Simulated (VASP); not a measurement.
Here is a VASP 6.6.1 calculation.

POSCAR

```
MgB2
1.0
    3.0714077020      0.0000000000      0.0000000000
   -1.5357038510      2.6599170954      0.0000000000
    0.0000000000      0.0000000000      3.5014572137
Mg B
1 2
Direct
    0.0000000000      0.0000000000      0.0000000000
    0.3333333333      0.6666666667      0.5000000000
    0.6666666667      0.3333333333      0.5000000000
```

INCAR.step1

```
SYSTEM = MgB2
PREC = Accurate
ENCUT = 520
ISMEAR = -1
SIGMA = 0.02
LREAL = .FALSE.
LASPH = .TRUE.
NELM = 80
NBANDS = 11
GGA = PE
ALGO = Normal
EDIFF = 1E-4
LWAVE = .TRUE.
LCHARG = .FALSE.
```

INCAR.step2

```
SYSTEM = MgB2
PREC = Accurate
ENCUT = 520
EDIFF = 1E-6
ISMEAR = -1
SIGMA = 0.02
LREAL = .FALSE.
LASPH = .TRUE.
NELM = 80
ALGO = Normal
ISIF = 2
LWAVE = .FALSE.
LCHARG = .FALSE.
METAGGA = R2SCAN
LMIXTAU = .TRUE.
NBANDS = 11
ISTART = 1
```

KPOINTS

```
regular mesh
0
G
  12 12 8
  0 0 0
```

Potentials or basis: VASP PAW PBE potentials, release 64 (Mg, B).

The run is started by

```bash
$ cat potpaw_PBE.64/Mg/POTCAR potpaw_PBE.64/B/POTCAR > POTCAR
$ cp INCAR.step1 INCAR
$ mpirun -np 1 vasp_std > vasp.out
$ cp INCAR.step2 INCAR
$ mpirun -np 1 vasp_std > vasp.out
```

Predict the band gap on the k mesh.

zero (band 4 reaches 7.30 eV, above the bottom of band 5 at 3.26 eV).

Predict the pressure.

-0.4 GPa.

Caveat: the PAW data sets were made with another functional, which shifts forces and pressure a little.
